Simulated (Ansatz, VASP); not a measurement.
# Si: VASP beside Ansatz

```xyz
2
Lattice="0.0000 2.7136 2.7136 2.7136 0.0000 2.7136 2.7136 2.7136 0.0000" Properties=species:S:1:pos:R:3 pbc="T T T"
Si    4.0703    4.0703    4.0703
Si    2.7136    2.7236    2.7136
```

Alike in both runs: task single point; functional PBE; k mesh 6 × 6 × 6; no spin polarisation.

|  | VASP | Ansatz |
| --- | --- | --- |
| version | VASP 6.6.1 | Ansatz 0.2.0 |
| potentials or method | VASP PAW PBE potentials, release 64 (Si), cutoff 500 eV | plane waves, PAW |
| occupations | gaussian, width 0.01 eV | fixed |
| valence electrons in the cell | 8 | 8 |

|  | VASP | Ansatz | Ansatz less VASP |
| --- | --- | --- | --- |
| rms of the force components (eV/Å) | 0.079 | 0.079 | +0.0002 |

Atom by atom the forces differ by 0.000 eV/Å (rms over components).
